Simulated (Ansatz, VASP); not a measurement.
## SnSe: VASP beside Ansatz

Contents of POSCAR:

```
SnSe
1.0
    0.0000000000      3.0690345955      3.0690345955
    3.0690345955      0.0000000000      3.0690345955
    3.0690345955      3.0690345955      0.0000000000
Sn Se
1 1
Direct
    0.0000000000      0.0000000000      0.0000000000
    0.5000000000      0.5000000000      0.5000000000
```

The input INCAR.step1:

```
PREC = Accurate
ENCUT = 520
ISMEAR = -1
SIGMA = 0.05
LREAL = F
LASPH = T
NELM = 60
NBANDS = 17
GGA = PE
ALGO = Normal
EDIFF = 1E-4
LWAVE = T
LCHARG = F
```

Contents of INCAR.step2:

```
PREC = Accurate
ENCUT = 520
EDIFF = 1E-6
ISMEAR = -1
SIGMA = 0.05
LREAL = F
LASPH = T
NELM = 60
ALGO = Normal
ISIF = 2
LWAVE = F
LCHARG = T
METAGGA = R2SCAN
LMIXTAU = T
IVDW = 13
VDW_S6 = 1.0
VDW_S8 = 0.6018749
VDW_A1 = 0.51559235
VDW_A2 = 5.77342911
LELF = T
LVHAR = T
NBANDS = 17
ISTART = 1
```

File KPOINTS:

```
Automatic mesh
0
Gamma
  8 8 8
```

File input.yaml:

```yaml
crystal:
  lattice:
    - [0.0, 3.0690345955, 3.0690345955]
    - [3.0690345955, 0.0, 3.0690345955]
    - [3.0690345955, 3.0690345955, 0.0]
  atoms:
    - { symbol: Sn, position: [0.0, 0.0, 0.0] }
    - { symbol: Se, position: [0.5, 0.5, 0.5] }
hamiltonian:
  xc: r2scan
  pseudopotentials: { kind: paw }
  dispersion: d4
kpoints:
  mp_grid: { grid: [8, 8, 8] }
scf:
  occupations: { method: fermi_dirac, width: 0.05 }
output:
  forces: true
  stress: true
  eigenvalues: true
```

Alike in both runs: task single point; functional r2SCAN; dispersion D4; k mesh 8 × 8 × 8; occupations fermi-dirac, width 0.05 eV; no spin polarisation.

|  | VASP | Ansatz |
| --- | --- | --- |
| version | VASP 6.6.1 | Ansatz 0.2.0 |
| potentials or method | VASP PAW PBE potentials, release 64 (Sn_d, Se) | Ansatz PAW |
| plane-wave cutoff (eV) | 520 | 500 |
| valence electrons in the cell | 20 | 30 |

```tsv
	VASP	Ansatz	Ansatz less VASP
gap on the k mesh at the Fermi level (eV)	0.20	0.20	0.000
least direct gap on the mesh (eV)	0.20	0.20	0.000
pressure (GPa)	-2.1	-2.1	+0.01
```

VASP's potentials were made for PBE, not for r2SCAN. VASP's potentials hold 20 valence electrons a cell and Ansatz's 30, so a difference there can come from the potentials and not from the codes.
